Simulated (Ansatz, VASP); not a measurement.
One calculation of GaP, two programs

INCAR

```
PREC = Accurate
ENCUT = 520
EDIFF = 1E-6
ISMEAR = -1
SIGMA = 0.05
LREAL = F
LASPH = T
NELM = 150
ALGO = Normal
ISIF = 2
LWAVE = F
LCHARG = F
MAGMOM = 0 0 0 0 0 0
LORBIT = 11
LSORBIT = T
GGA_COMPAT = F
LORBMOM = T
GGA = PS
NBANDS = 30
```

Contents of KPOINTS:

```
regular mesh
0
Gamma
  8 8 8
```

Contents of POSCAR:

```
GaP
1.0
    0.0000000000      2.7252500000      2.7252500000
    2.7252500000      0.0000000000      2.7252500000
    2.7252500000      2.7252500000      0.0000000000
Ga P
1 1
Direct
    0.0000000000      0.0000000000      0.0000000000
    0.7500000000      0.7500000000      0.7500000000
```

input.yaml

```yaml
crystal:
  lattice:
    - [0.0, 2.72525, 2.72525]
    - [2.72525, 0.0, 2.72525]
    - [2.72525, 2.72525, 0.0]
  atoms:
    - { symbol: Ga, position: [0.0, 0.0, 0.0] }
    - { symbol: P, position: [0.75, 0.75, 0.75] }
hamiltonian:
  xc: pbesol
  pseudopotentials: { kind: paw_fr }
magnetization:
  noncollinear: true
  spin_orbit: true
kpoints:
  mp_grid: { grid: [8, 8, 8] }
  band_path:
    path:
      - [[0.0, 0.0, 0.0], [0.5, 0.0, 0.5], [0.5, 0.25, 0.75], [0.375, 0.375, 0.75], [0.0, 0.0, 0.0], [0.5, 0.5, 0.5], [0.625, 0.25, 0.625], [0.5, 0.25, 0.75], [0.5, 0.5, 0.5], [0.375, 0.375, 0.75]]
      - [[0.625, 0.25, 0.625], [0.5, 0.0, 0.5]]
    npoints: 14
scf:
  occupations: { method: fermi_dirac, width: 0.05 }
  n_extra_bands: 6
output:
  forces: true
  stress: true
  eigenvalues: true
  fatbands: false
```

Alike in both runs: functional PBEsol; k mesh 8 × 8 × 8; occupations fermi-dirac, width 0.05 eV; non-collinear spin, spin-orbit coupling.

|  | VASP | Ansatz |
| --- | --- | --- |
| version | VASP 6.6.1 | Ansatz 0.2.0 |
| potentials or method | VASP PAW PBE potentials, release 64 (Ga_d, P) | Ansatz PAW |
| plane-wave cutoff (eV) | 520 | 420 |
| valence electrons in the cell | 18 | 18 |
| task | single point | band structure |

VASP gave:

```
pressure (GPa) : -0.7
```

Task: What did Ansatz give for the same quantities?

Result: Pressure (GPa): -0.6.

VASP's potentials were made for PBE, not for PBEsol. With one functional, cell and mesh, what is left measures potentials, basis and numerics.
